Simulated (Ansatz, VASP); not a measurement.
## One calculation of GaP, two programs

The input POSCAR:

```
GaP
1.0
    0.0000000000      2.7252500000      2.7252500000
    2.7252500000      0.0000000000      2.7252500000
    2.7252500000      2.7252500000      0.0000000000
Ga P
1 1
Direct
    0.0000000000      0.0000000000      0.0000000000
    0.7500000000      0.7500000000      0.7500000000
```

Contents of INCAR.step1:

```
SYSTEM = GaP
PREC = Accurate
ENCUT = 520
EDIFF = 1E-5
ISMEAR = -1
SIGMA = 0.05
LREAL = .False.
LASPH = .True.
NELM = 60
ALGO = Normal
ISIF = 2
LWAVE = .True.
LCHARG = .False.
GGA = PE
NBANDS = 16
```

INCAR.step2

```
SYSTEM = GaP
PREC = Accurate
ENCUT = 520
EDIFF = 1E-7
ISMEAR = -1
SIGMA = 0.05
LREAL = .False.
LASPH = .True.
NELM = 60
ALGO = Normal
ISIF = 2
LWAVE = .False.
LCHARG = .False.
METAGGA = R2SCAN
LHFCALC = .True.
AEXX = 0.25
LMIXTAU = .True.
PRECFOCK = Normal
ISTART = 1
NBANDS = 16
```

KPOINTS

```
regular mesh
0
Gamma
  5 5 5
  0 0 0
```

Contents of input.yaml:

```yaml
crystal:
  lattice:
    - [0.0, 2.72525, 2.72525]
    - [2.72525, 0.0, 2.72525]
    - [2.72525, 2.72525, 0.0]
  atoms:
    - { symbol: Ga, position: [0.0, 0.0, 0.0] }
    - { symbol: P, position: [0.75, 0.75, 0.75] }
hamiltonian:
  xc: { exchange: r2scan, correlation: r2scan, exx: { coeff: 0.25 } }
  pseudopotentials: { kind: paw }
kpoints:
  mp_grid: { grid: [5, 5, 5] }
scf:
  occupations: { method: fermi_dirac, width: 0.05 }
output:
  forces: true
  stress: true
  eigenvalues: true
```

Alike in both runs: task single point; functional r2SCAN-based global hybrid with a share of 0.25 of exact exchange; k mesh 5 × 5 × 5; occupations fermi-dirac, width 0.05 eV; no spin polarisation.

|  | VASP | Ansatz |
| --- | --- | --- |
| version | VASP 6.6.1 | Ansatz 0.2.0 |
| potentials or method | VASP PAW PBE potentials, release 64 (Ga_d, P) | Ansatz PAW |
| plane-wave cutoff (eV) | 520 | 500 |
| valence electrons in the cell | 18 | 18 |

```tsv
	VASP	Ansatz	Ansatz less VASP
gap on the k mesh at the Fermi level (eV)	3.13	3.09	-0.036
least direct gap on the mesh (eV)	3.78	3.77	-0.014
pressure (GPa)	-1.0	-0.7	+0.21
```

VASP's potentials were made for PBE, not for r2SCAN-based global hybrid.

Noted on Ansatz's run: odd divisions of the mesh miss points on the zone boundary, where band edges often lie, so the gap on the mesh can be too wide.
